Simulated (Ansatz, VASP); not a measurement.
**W in VASP and in Ansatz**

```xyz
1
Lattice="-1.5842 1.5842 1.5842 1.5842 -1.5842 1.5842 1.5842 1.5842 -1.5842" Properties=species:S:1:pos:R:3 pbc="T T T"
W     0.0000    0.0000    0.0000
```

Alike in both runs: functional r2SCAN; k mesh 18 × 18 × 18; occupations gaussian, width 0.1 eV; no spin polarisation.

Ansatz relaxed the structure, and its values are those at the end. VASP's run is a single point on that final structure, the one shown.

|  | VASP | Ansatz |
| --- | --- | --- |
| version | VASP 6.6.1 | Ansatz 0.2.0 |
| potentials or method | VASP PAW PBE potentials, release 64 (W_sv), cutoff 520 eV | scalar-relativistic, plane waves, PAW |
| valence electrons in the cell | 14 | 14 |

Ansatz gave:

```
gap on the k mesh at the Fermi level (eV) : none
pressure (GPa)                            : 0.0
```

Task: What did VASP give for the same quantities?

Result: gap on the k mesh at the Fermi level (eV): none; pressure (GPa): 1.2.

VASP's potentials were made for PBE, not for r2SCAN. A gap of «none» marks a metal or a gap that the smearing closes.

Neither program's run includes spin-orbit coupling.
